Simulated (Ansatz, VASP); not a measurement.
**Ba in VASP and in Ansatz**

```
Ba
1.0
    -2.70000    2.70000    2.60000
     2.70000   -2.70000    2.60000
     2.70000    2.70000   -2.60000
Ba
1
Direct
  0.00000 0.00000 0.00000
```

Change from the starting cell: strain +0.080 along x and y, +0.040 along z, atoms carried along.

Alike in both runs: task single point; functional PBEsol; k mesh 14 × 14 × 14; occupations gaussian, width 0.15 eV; no spin polarisation.

```csv
,VASP,Ansatz
version,VASP 6.6.1,Ansatz 0.2.0
potentials or method,"VASP PAW PBE potentials, release 64 (Ba_sv), cutoff 520 eV","scalar-relativistic, plane waves, PAW"
valence electrons in the cell,10,10
```

Ansatz gave:

```
gap on the k mesh at the Fermi level (eV)                     : none
pressure (GPa)                                                : -1.7
traceless stress, the component that is largest in VASP (GPa) : 0.07
```

Task: What did VASP give for the same quantities?

Result: gap on the k mesh at the Fermi level (eV): none; pressure (GPa): -1.6; traceless stress, the component that is largest in VASP (GPa): 0.07.

VASP's potentials were made for PBE, not for PBEsol. A gap of «none» marks a metal or a gap that the smearing closes. The functional is the same, so the differences come from potentials, cutoffs and numerics.

Spin-orbit coupling is off throughout.
